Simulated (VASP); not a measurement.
Si: G0W0 quasiparticle levels with PBE

Crystal: Si.

```
Si
1.0
     0.00000    2.69490    2.74144
     2.69490    0.00000    2.74144
     2.69490    2.69490    0.00000
Si
2
Cartesian
  0.0000 0.0000 0.0000
  1.3474 1.3474 1.3707
```

- Program: VASP 6.6.1
- Task: G0W0 quasiparticle levels
- Functional: PBE
- Potentials or basis: VASP PAW PBE potentials, release 64 (Si_GW)
- Cutoff: 500 eV
- k mesh: 4 × 4 × 4
- Occupations: gaussian, width 0.01 eV
- Spin: no spin polarisation
- Dipole correction: no
- GW scheme: G0W0
- GW iterations: 1
- Cutoff of the response function: 150
- Frequency points: 96
- Empty bands: 166
- Further INCAR settings: ALGO = EVGW0; EDIFF = 1e-08; NBANDS = 170

| Property | Result |
| --- | --- |
| Quasiparticle gap | 1.10 eV |
| Least direct quasiparticle gap | 3.13 eV |
| Band gap of the starting levels on the mesh | 0.59 eV |
| Least direct gap of the starting levels on the mesh | 2.49 eV |

Run time: 110 s on 1 thread of Intel(R) Xeon(R) 6975P-C (Granite Rapids) (shared host), peak memory 0.44 GiB.

Caveat: the k points lie up to 0.50 Å⁻¹ apart; bands, screening cutoff and mesh are small and nothing is extrapolated, so the quasiparticle values aren't converged.
